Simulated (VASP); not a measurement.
# SrAl2O2 (P4/mmm) in VASP: further runs, part 2 of 3

VASP 6.6.1. Earlier steps stand in the parts before.

## Step 3: Single point, PBE

This run uses another cell than the first one, of 15.67 Å³/atom.

Input file INCAR:

```
SYSTEM = SrAl2O2
  PREC = Accurate
  ENCUT = 520
  EDIFF = 1E-6
  ISMEAR = 0
  SIGMA = 0.1
  LREAL = .FALSE.
  LASPH = .TRUE.
  NELM = 100
  ALGO = Normal
  ISIF = 2
  LWAVE = .FALSE.
  LCHARG = .FALSE.
  GGA = PE
  NBANDS = 22
```

Input file KPOINTS:

```
Automatic mesh
0
G
  10 10 8
  0 0 0
```

Input file POSCAR:

```
SrAl2O2
1.0
    4.0848773890      0.0000000000      0.0000000000
    0.0000000000      4.0848773890      0.0000000000
    0.0000000000      0.0000000000      4.6953859938
Sr Al O
1 2 2
Direct
    0.0000000000      0.0000000000      0.0000000000
    0.5000000000      0.5000000000      0.2598355047
    0.5000000000      0.5000000000      0.7401644953
    0.0000000000      0.5000000000      0.5000000000
    0.5000000000      0.0000000000      0.5000000000
```

Potentials or basis: VASP PAW PBE potentials, release 64 (Sr_sv, Al, O).

The run is started by

```console
$ cat potpaw_PBE.64/Sr_sv/POTCAR potpaw_PBE.64/Al/POTCAR potpaw_PBE.64/O/POTCAR > POTCAR
$ mpirun -np 1 vasp_std > vasp.out
```

OUTCAR:

```text
SYSTEM = SrAl2O2
   PREC = Accurate
   ENCUT = 520
   EDIFF = 1E-6
   ISMEAR = 0
   LREAL = .FALSE.
   LASPH = .TRUE.
   NELM = 100
   ISIF = 2
   GGA = PE

 ion  position               nearest neighbor table
   1  0.000  0.000  0.000-   4 3.11   5 3.11   4 3.11   5 3.11   4 3.11   4 3.11   5 3.11   5 3.11
                             2 3.14   3 3.14   2 3.14   3 3.14   2 3.14   3 3.14   2 3.14   3 3.14
   2  0.500  0.500  0.260-   3 2.26   4 2.33   5 2.33   5 2.33   4 2.33   3 2.44   1 3.14   1 3.14
                             1 3.14   1 3.14
   3  0.500  0.500  0.740-   2 2.26   4 2.33   5 2.33   5 2.33   4 2.33   2 2.44   1 3.14   1 3.14
                             1 3.14   1 3.14
   4  0.000  0.500  0.500-   2 2.33   3 2.33   2 2.33   3 2.33   1 3.11   1 3.11   1 3.11   1 3.11

   5  0.500  0.000  0.500-   2 2.33   3 2.33   2 2.33   3 2.33   1 3.11   1 3.11   1 3.11   1 3.11

  LATTYP: Found a simple tetragonal cell.
 ALAT       =     4.0848773890
 C/A-ratio  =     1.1494557968

  Lattice vectors:

 A1 = (   4.0848773890,   0.0000000000,   0.0000000000)
 A2 = (   0.0000000000,   4.0848773890,   0.0000000000)
 A3 = (   0.0000000000,   0.0000000000,   4.6953859938)

Analysis of symmetry for initial positions (statically):
=====================================================================
 Subroutine PRICEL returns:
 Original cell was already a primitive cell.

 Routine SETGRP: Setting up the symmetry group for a
 simple tetragonal supercell.

 Subroutine GETGRP returns: Found 16 space group operations
 (whereof 16 operations were pure point group operations)
 out of a pool of 16 trial point group operations.

The static configuration has the point symmetry D_4h.

Analysis of symmetry for dynamics (positions and initial velocities):
=====================================================================
 Subroutine PRICEL returns:
 Original cell was already a primitive cell.

 Routine SETGRP: Setting up the symmetry group for a
 simple tetragonal supercell.

 Subroutine GETGRP returns: Found 16 space group operations
 (whereof 16 operations were pure point group operations)
 out of a pool of 16 trial point group operations.

The dynamic configuration has the point symmetry D_4h.

 Subroutine INISYM returns: Found 16 space group operations
 (whereof 16 operations are pure point group operations),
 and found     1 'primitive' translations

----------------------------------------------------------------------------------------

                                     Primitive cell

  volume of cell :      78.3483

  direct lattice vectors                    reciprocal lattice vectors
     4.084877389  0.000000000  0.000000000     0.244805389  0.000000000  0.000000000
     0.000000000  4.084877389  0.000000000     0.000000000  0.244805389  0.000000000
     0.000000000  0.000000000  4.695385994     0.000000000  0.000000000  0.212975036

  length of vectors
     4.084877389  4.084877389  4.695385994     0.244805389  0.244805389  0.212975036

  position of ions in fractional coordinates (direct lattice)
     0.000000000  0.000000000  0.000000000
     0.500000000  0.500000000  0.259835505
     0.500000000  0.500000000  0.740164495
     0.000000000  0.500000000  0.500000000
     0.500000000  0.000000000  0.500000000

  ion indices of the primitive-cell ions
   primitive index   ion index
[... 34 lines left out ...]
  0.000000  0.000000  0.000000      1.000000
  0.100000  0.000000  0.000000      4.000000
  0.200000  0.000000  0.000000      4.000000
  0.300000  0.000000  0.000000      4.000000
  0.400000  0.000000  0.000000      4.000000
  0.500000  0.000000  0.000000      2.000000
[... 16 lines left out ...]
  0.100000  0.000000  0.125000      8.000000
  0.200000  0.000000  0.125000      8.000000
 [... further k-points ...]
   k-points           NKPTS =    105   k-points in BZ     NKDIM =    105   number of bands    NBANDS=     22
   number of dos      NEDOS =    301   number of ions     NIONS =      5
   total plane-waves  NPLWV =  32400
   dimension x,y,z NGX =    30 NGY =   30 NGZ =   36
   dimension x,y,z NGXF=    60 NGYF=   60 NGZF=   72
   ions per type =               1   2   2
   NGX,Y,Z   is equivalent  to a cutoff of  12.21, 12.21, 12.75 a.u.
   NGXF,Y,Z  is equivalent  to a cutoff of  24.42, 24.42, 25.49 a.u.
 SYSTEM =  SrAl2O2
   PREC   = accura    normal or accurate (medium, high low for compatibility)
   ISTART =      0    job   : 0-new  1-cont  2-samecut
   ICHARG =      2    charge: 1-file 2-atom 10-const
   ISPIN  =      1    spin polarized calculation?
   LNONCOLLINEAR =      F non collinear calculations
   LSORBIT =      F    spin-orbit coupling
   LASPH  =      T    aspherical Exc in radial PAW
   ENCUT  =  520.0 eV  38.22 Ry    6.18 a.u.   7.60  7.60  8.73*2*pi/ulx,y,z
   NELM   =    100;   NELMIN=  2; NELMDL= -5     # of ELM steps
   EDIFF  = 0.1E-05   stopping-criterion for ELM
   LREAL  =      F    real-space projection
   EDIFFG = 0.1E-04   stopping-criterion for IOM
   NSW    =      0    number of steps for IOM
   IBRION =     -1    ionic relax: 0-MD 1-quasi-New 2-CG
   NFREE  =      0    steps in history (QN), initial steepest desc. (CG)
   ISIF   =      2    stress and relaxation
   ISYM   =      2    0-nonsym 1-usesym 2-fastsym
   POTIM  = 0.5000    time-step for ionic-motion
   TEBEG  =    0.0;   TEEND  =   0.0 temperature during run
   PSTRESS=    0.0 pullay stress
   NELECT =      28.0000    total number of electrons
   NUPDOWN=      -1.0000    fix difference up-down
   EMIN   =  10.00;   EMAX   =-10.00  energy-range for DOS
   EFERMI =   0.00;   METHOD = LEGACY
   ISMEAR =     0;   SIGMA  =   0.10  broadening in eV -4-tet -1-fermi 0-gaus
   EFERMI_NEDOS =   21; number of points for ismear=-14 and -15
   IALGO  =     38    algorithm
   IMIX   =      4    mixing-type and parameters
     AMIX     =   0.40;   BMIX     =  1.00
     AMIX_MAG =   1.60;   BMIX_MAG =  1.00
  volume/ion in A,a.u.               =      15.67       105.74
  Fermi-wavevector in a.u.,A,eV,Ry     =   1.161763  2.195415 18.363707  1.349694
  Thomas-Fermi vector in A             =   2.298332
   LORBIT       =      0    0 simple, 1 ext, 2 COOP (PROOUT), +10 PAW based schemes
   GGA     = PE    functional components
   LHFCALC =     F    Hartree Fock is set to
   AEXX    =    0.0000 exact exchange contribution
   IVDW    =     0    specifies the selected vdW correction
   LEPSILON=     F    determine dielectric tensor
   LRPA    =     F    only Hartree local field effects (RPA)
 non-spin polarized calculation
 Gauss-broadening in eV      SIGMA  =   0.10
  energy-cutoff  :      520.00
  volume of cell :       78.35
 maximum number of plane-waves:      2129
   NGX = 15   NGY = 15   NGZ = 17

 number of electron      27.9999996 magnetization

 Free energy of the ion-electron system (eV)
  ---------------------------------------------------
  ext. energy  EPLUGINS =         0.00000000
  ---------------------------------------------------
  free energy    TOTEN  =       -22.99088219 eV

  energy without entropy =      -22.98128817  energy(sigma->0) =      -22.98608518

 E-fermi :   5.8095     XC(G=0): -10.0546

 val. band max:        5.8087737999   @ k =   0.5000   0.2000   0.1250
 cond. band min:       5.8131929110   @ k =   0.5000   0.4000   0.1250
 fundamental gap:      0.0044191111
 Fermi energy:         5.8094653461

 k-point     1 :       0.0000    0.0000    0.0000
  band No.  band energies     occupation
      1     -29.9581      2.00000
      2     -13.1435      2.00000
      3     -12.0345      2.00000
      4     -12.0345      2.00000
      5     -12.0009      2.00000
      6     -11.9620      2.00000
[... 589 lines left out ...]
     21      10.3612      0.00000
     22      11.2055      0.00000

 [... further k-points ...]

------------------------ aborting loop because EDIFF is reached ----------------------------------------

  FORCE on cell =-STRESS in cart. coord.  units (eV):
  Direction    XX          YY          ZZ          XY          YZ          ZX
  --------------------------------------------------------------------------------------
  -------------------------------------------------------------------------------------
  Total        0.0469393      0.0469393     -0.0236492      0.0000000     -0.0000000      0.0000000
  in kB        0.9598825      0.9598825     -0.4836125      0.0000000     -0.0000000      0.0000000
  external PRESSURE =       0.4787175 kB  Pullay stress =       0.0000000 kB

 VOLUME and BASIS-vectors are now :
 -----------------------------------------------------------------------------
  energy-cutoff  :      520.00
  volume of cell :       78.35
      direct lattice vectors                 reciprocal lattice vectors
     4.084877389  0.000000000  0.000000000     0.244805389  0.000000000  0.000000000
     0.000000000  4.084877389  0.000000000     0.000000000  0.244805389  0.000000000
     0.000000000  0.000000000  4.695385994     0.000000000  0.000000000  0.212975036

 POSITION                                       TOTAL-FORCE (eV/Angst)
 -----------------------------------------------------------------------------------
      0.00000      0.00000      0.00000         0.000000      0.000000      0.000000
      2.04244      2.04244      1.22003         0.000000     -0.000000      0.012431
      2.04244      2.04244      3.47536        -0.000000     -0.000000     -0.012431
      0.00000      2.04244      2.34769         0.000000      0.000000      0.000000
      2.04244      0.00000      2.34769         0.000000      0.000000      0.000000
 -----------------------------------------------------------------------------------
    total drift:                                0.000000     -0.000000      0.000000

  FREE ENERGIE OF THE ION-ELECTRON SYSTEM (eV)
  ---------------------------------------------------
  free  energy   TOTEN  =       -22.9908821928 eV

  energy  without entropy=      -22.9812881701  energy(sigma->0) =      -22.98608518
```

It took 1.7 min on 1 thread of Intel Xeon Platinum 8488C (Sapphire Rapids), shared host; peak memory 0.31 GiB.

Results:

- Free energy: -22.9909 eV
- Pressure: 0.0 GPa
- Largest force: 0.012 eV/Å
- Band gap on the k mesh: zero (bands 14 and 15 overlap by 1.66 eV)

Forces in eV/Å, atoms in the order of the input:
```
Sr   0.000  0.000  0.000
Al   0.000  0.000  0.012
Al   0.000  0.000 -0.012
O    0.000  0.000  0.000
O    0.000  0.000  0.000
```

Stress tensor (GPa, compression positive):
```
 0.10  0.00  0.00
 0.00  0.10  0.00
 0.00  0.00 -0.05
```

## Step 4: Single point, PBE, collinear spin, ferromagnetic start

This run uses another cell than the first one, of 15.73 Å³/atom.

Input file INCAR:

```
PREC = Accurate
ENCUT = 520
EDIFF = 1E-6
ISMEAR = 0
SIGMA = 0.1
LREAL = F
LASPH = T
NELM = 150
ALGO = Normal
ISIF = 2
LWAVE = F
LCHARG = F
ISPIN = 2
MAGMOM = 0 0 0 1 1
LORBIT = 11
GGA = PE
NBANDS = 26
```

Input file KPOINTS:

```
regular mesh
0
Gamma
  4 4 4
```

Input file POSCAR:

```
SrAl2O2
1.0
    4.0866839655      0.0000000000      0.0000000000
    0.0000000000      4.0866839655      0.0000000000
    0.0000000000      0.0000000000      4.7103610708
Sr Al O
1 2 2
Direct
    0.0000000000      0.0000000000      0.0000000000
    0.5000000000      0.5000000000      0.2601723815
    0.5000000000      0.5000000000      0.7398276185
    0.0000000000      0.5000000000      0.5000000000
    0.5000000000      0.0000000000      0.5000000000
```

Potentials or basis: VASP PAW PBE potentials, release 64 (Sr_sv, Al, O).

The run is started by

```console
$ cat potpaw_PBE.64/Sr_sv/POTCAR potpaw_PBE.64/Al/POTCAR potpaw_PBE.64/O/POTCAR > POTCAR
$ mpirun -np 1 vasp_std > vasp.out
```

OUTCAR:

```text
PREC = Accurate
   ENCUT = 520
   EDIFF = 1E-6
   ISMEAR = 0
   LREAL = F
   LASPH = T
   NELM = 150
   ISIF = 2
   ISPIN = 2
   LORBIT = 11
   GGA = PE

 ion  position               nearest neighbor table
   1  0.000  0.000  0.000-   4 3.12   5 3.12   4 3.12   5 3.12   4 3.12   4 3.12   5 3.12   5 3.12
                             2 3.14   3 3.14   2 3.14   3 3.14   2 3.14   3 3.14   2 3.14   3 3.14
   2  0.500  0.500  0.260-   3 2.26   4 2.33   5 2.33   5 2.33   4 2.33   3 2.45   1 3.14   1 3.14
                             1 3.14   1 3.14
   3  0.500  0.500  0.740-   2 2.26   4 2.33   5 2.33   5 2.33   4 2.33   2 2.45   1 3.14   1 3.14
                             1 3.14   1 3.14
   4  0.000  0.500  0.500-   2 2.33   3 2.33   2 2.33   3 2.33   1 3.12   1 3.12   1 3.12   1 3.12

   5  0.500  0.000  0.500-   2 2.33   3 2.33   2 2.33   3 2.33   1 3.12   1 3.12   1 3.12   1 3.12

  LATTYP: Found a simple tetragonal cell.
 ALAT       =     4.0866839655
 C/A-ratio  =     1.1526120225

  Lattice vectors:

 A1 = (   4.0866839655,   0.0000000000,   0.0000000000)
 A2 = (   0.0000000000,   4.0866839655,   0.0000000000)
[... 1252 lines left out ...]
  -------------------------------------------------------------------------------------
  Total        0.0468960      0.0468960     -0.1533962      0.0000000      0.0000000     -0.0000000
  in kB        0.9551024      0.9551024     -3.1241276      0.0000000      0.0000000     -0.0000000
  external PRESSURE =      -0.4046409 kB  Pullay stress =       0.0000000 kB

 VOLUME and BASIS-vectors are now :
 -----------------------------------------------------------------------------
  energy-cutoff  :      520.00
  volume of cell :       78.67
      direct lattice vectors                 reciprocal lattice vectors
     4.086683965  0.000000000  0.000000000     0.244697170  0.000000000  0.000000000
     0.000000000  4.086683965  0.000000000     0.000000000  0.244697170  0.000000000
     0.000000000  0.000000000  4.710361071     0.000000000  0.000000000  0.212297950

 POSITION                                       TOTAL-FORCE (eV/Angst)
 -----------------------------------------------------------------------------------
      0.00000      0.00000      0.00000         0.000000      0.000000      0.000000
      2.04334      2.04334      1.22551        -0.000000     -0.000000      0.024168
      2.04334      2.04334      3.48486         0.000000     -0.000000     -0.024168
      0.00000      2.04334      2.35518         0.000000      0.000000      0.000000
      2.04334      0.00000      2.35518         0.000000      0.000000      0.000000
 -----------------------------------------------------------------------------------
    total drift:                                0.000000     -0.000000      0.000000

  FREE ENERGIE OF THE ION-ELECTRON SYSTEM (eV)
  ---------------------------------------------------
  free  energy   TOTEN  =       -22.9592120818 eV

  energy  without entropy=      -22.9445296788  energy(sigma->0) =      -22.95187088

 total charge

# of ion       s       p       d       tot
------------------------------------------
    1        2.030   5.754   0.275   8.058
    2        0.442   0.340   0.000   0.783
    3        0.442   0.340   0.000   0.783
    4        1.594   3.270   0.000   4.864
    5        1.594   3.270   0.000   4.864
--------------------------------------------------
tot          6.102  12.974   0.275  19.351

 magnetization (x)

# of ion       s       p       d       tot
------------------------------------------
    1       -0.000  -0.000  -0.000  -0.001
    2       -0.000  -0.000   0.000  -0.000
    3       -0.000  -0.000   0.000  -0.000
    4       -0.000  -0.000   0.000  -0.000
    5       -0.000  -0.000   0.000  -0.000
--------------------------------------------------
tot         -0.000  -0.001  -0.000  -0.001
```

It took 53 s on 1 thread of Intel Xeon Platinum 8488C (Sapphire Rapids), shared host; peak memory 0.23 GiB.

Results:

```yaml
Free_energy: -22.9592 eV
Pressure: 0.0 GPa
Largest_force: 0.024 eV/Å
Band_gap_on_the_k_mesh: zero (filled and empty bands overlap)
Net_moment: 0.00 μB per cell
Valence_electrons_inside_the_program's_atomic_spheres: Sr 8.06; Al 0.78; O 4.86
```

Forces on the atoms (eV/Å):
```
Sr   0.000  0.000  0.000
Al   0.000  0.000  0.024
Al   0.000  0.000 -0.024
O    0.000  0.000  0.000
O    0.000  0.000  0.000
```

Levels at points of the mesh, in eV from the Fermi level:
Spin up:
| k point | band 10 | band 11 | band 12 | band 13 | band 14 | band 15 | band 16 | band 17 | band 18 | band 19 |
| --- | --- | --- | --- | --- | --- | --- | --- | --- | --- | --- |
| (0.00, 0.00, 0.00) | -5.41 | -3.60 | -2.38 | -2.38 | -1.41 | 0.76 | 2.82 | 2.82 | 2.87 | 2.87 |
| (0.50, 0.00, 0.00) | -4.32 | -3.90 | -3.75 | -3.07 | -1.78 | 0.54 | 1.66 | 1.69 | 4.02 | 4.51 |
| (0.50, 0.50, 0.00) | -4.65 | -4.39 | -3.06 | -1.69 | 0.01 | 0.01 | 0.57 | 3.37 | 3.94 | 3.94 |
| (0.00, 0.00, 0.50) | -4.09 | -3.17 | -2.87 | -2.48 | -2.48 | 1.72 | 1.72 | 2.07 | 3.60 | 3.82 |
| (0.50, 0.00, 0.50) | -5.18 | -3.33 | -3.28 | -2.89 | -0.27 | 0.07 | 0.41 | 2.72 | 3.99 | 4.82 |
| (0.50, 0.50, 0.50) | -4.63 | -4.52 | -3.05 | -1.67 | 1.47 | 1.47 | 1.85 | 1.85 | 2.59 | 4.06 |
Spin down:
```csv
k point,band 10,band 11,band 12,band 13,band 14,band 15,band 16,band 17,band 18,band 19
"(0.00, 0.00, 0.00)",-5.41,-3.60,-2.38,-2.38,-1.41,0.76,2.82,2.82,2.87,2.87
"(0.50, 0.00, 0.00)",-4.32,-3.90,-3.76,-3.07,-1.78,0.53,1.66,1.69,4.02,4.51
"(0.50, 0.50, 0.00)",-4.65,-4.39,-3.06,-1.69,0.00,0.00,0.57,3.37,3.94,3.94
"(0.00, 0.00, 0.50)",-4.09,-3.17,-2.87,-2.48,-2.48,1.72,1.72,2.07,3.60,3.82
"(0.50, 0.00, 0.50)",-5.18,-3.33,-3.28,-2.89,-0.27,0.07,0.41,2.72,3.98,4.82
"(0.50, 0.50, 0.50)",-4.64,-4.52,-3.05,-1.67,1.47,1.47,1.84,1.84,2.59,4.06
```

Caveat: the k points lie up to 0.38 Å⁻¹ apart, too coarse for converged energies and pressures of a metal.

[end of part 2 of 3]

The gap in the log of VASP goes by the Fermi energy; the results here count the filled bands.